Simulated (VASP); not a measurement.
Wanted: the native input for a VASP 6.6.1 run.

| Item | Value |
| --- | --- |
| Task | single point |
| Functional | RPBE |
| Potentials or basis | VASP PAW PBE potentials, release 64 (Pb_d, Se) |
| Cutoff | 620 eV |
| k mesh | 10 × 10 × 10 |
| Occupations | gaussian, width 0.03 eV |
| Spin | no spin polarisation |
| Tolerance level | screening |
| Purpose | forces |
| Further INCAR settings | ALGO = Normal; EDIFF = 1e-08; NBANDS = 44 |

The structure of PbSe lies in POSCAR:

```
PbSe
1.0
    0.0000000000     12.0007990000      3.1566964200
    3.1181510000      0.0000000000      3.1566964200
    3.1181510000     12.0007990000      0.0000000000
Pb Se
2 2
Direct
    0.8052670000      0.1907300000      0.8092700000
    0.1907300000      0.8052670000      0.1947330000
    0.2955810000      0.6744230000      0.3255770000
    0.6824218700      0.3035798700      0.6964201300
```

This cell differs from its parent crystal: last atom moved by 0.05 Å along z, cell strained by +1.0% along z.

The input as run:

INCAR

```
  GGA = RP
  ISMEAR = 0
  SIGMA = 0.03
  LWAVE = F
  LCHARG = F
  ISIF = 2
  PREC = Accurate
  LASPH = T
  LREAL = F
  ALGO = Normal
  EDIFF = 1E-8
  NELM = 120
  GGA_COMPAT = F
  ENCUT = 620
  EFERMI = MIDGAP
  KPAR = 8
  NBANDS = 44
```

KPOINTS

```
Automatic mesh
0
Gamma
  10 10 10
  0 0 0
```

Potentials or basis: VASP PAW PBE potentials, release 64 (Pb_d, Se).

Run with:

```bash
$ cat potpaw_PBE.64/Pb_d/POTCAR potpaw_PBE.64/Se/POTCAR > POTCAR
$ mpirun -np 8 vasp_std > vasp.out
```

Results of the run:

- Pressure: 0.5 GPa
- Largest force: 0.111 eV/Å
- Band gap on the k mesh: 1.49 eV

Caveat: the cell differs from its parent crystal (last atom moved by 0.05 Å along z, cell strained by +1.0% along z); the PAW data sets were made with another functional, which shifts forces and pressure a little; spin-orbit coupling is left out, which moves the levels of the heavy elements.

Run time: 25 min on 8 MPI ranks on AMD EPYC 7R13 Processor (Zen 3), with other jobs on the host, peak memory 2.9 GiB a rank.
